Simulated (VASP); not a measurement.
Runs of VASP 6.6.1 on Al3GaN4. The structure is that of space group Pm (No. 6), or close to it. The cells are those of the table. 

```tsv
cell	gap on the mesh (eV)	pressure (GPa)	largest force (eV/Å)
a = 5.043, b = 3.130, c = 10.848 Å, angles 90.0, 87.3, 90.0°, 16 atoms	(b)	1.0	4.12
a = 5.043, b = 3.130, c = 11.751 Å, angles 90.0, 67.2, 90.0°, 16 atoms	(a)	(c)	3.93
a = 5.043, b = 3.130, c = 11.127 Å, angles 90.0, 76.9, 90.0°, 16 atoms	1.34	17.4	15.62
a = 5.043, b = 3.130, c = 10.942 Å, angles 90.0, 82.0, 90.0°, 16 atoms	0.04	8.9	8.69
```

Alike in all rows: task single point; level PBEsol; potentials or basis VASP PAW PBE potentials, release 64 (Al, Ga_d, N); no spin polarisation; k mesh 5 × 7 × 2; cutoff (eV) 520; smearing gaussian 0.05 eV.

**Question.** Estimate the missing entries.

**Answer.** (a) 2.08; (b) 2.36; (c) 0.6.

Caveats: the PAW data sets were made with another functional, which shifts forces and pressure a little; the stress differs along the axes, from 4 to 34 GPa (at least some runs); the stress differs along the axes, from 6 to 15 GPa (at least some runs); semilocal functionals underestimate gaps, and a narrow one can read as zero (at least some runs).

A k mesh can miss the band edges, and the runs leave out spin-orbit coupling on Ga.
